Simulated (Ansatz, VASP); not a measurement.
One calculation of TaN, two programs

```
Ta N
1.0
     3.15220    0.00000    0.00000
    -1.57610    2.72989    0.00000
     0.00000    0.00000    6.10430
Ta N
2 2
Direct
  0.00000 0.00000 0.02553
  0.33333 0.66667 0.52553
  0.00000 0.00000 0.34947
  0.33333 0.66667 0.84947
```

Alike in both runs: functional PBE; k mesh 18 × 18 × 8; occupations gaussian, width 0.1 eV; no spin polarisation.

Ansatz relaxed the structure, and its values are those at the end. VASP's run is a single point on that final structure, the one shown.

```csv
,VASP,Ansatz
version,VASP 6.6.1,Ansatz 0.2.0
potentials or method,"VASP PAW PBE potentials, release 64 (Ta_pv, N), cutoff 520 eV","scalar-relativistic, plane waves, PAW"
valence electrons in the cell,32,36
```

VASP gave:

| Item | Value |
| --- | --- |
| gap on the k mesh at the Fermi level (eV) | none |
| pressure (GPa) | 0.5 |
| rms of the force components (eV/Å) | 0.014 |

Task: Which values does Ansatz return?

Result: gap on the k mesh at the Fermi level (eV): none; pressure (GPa): 0.0; rms of the force components (eV/Å): 0.002.

A gap of «none» marks a metal or a gap that the smearing closes. VASP's potentials hold 32 valence electrons a cell and Ansatz's 36, so a difference there can come from the potentials and not from the codes.

Spin-orbit coupling is off throughout.
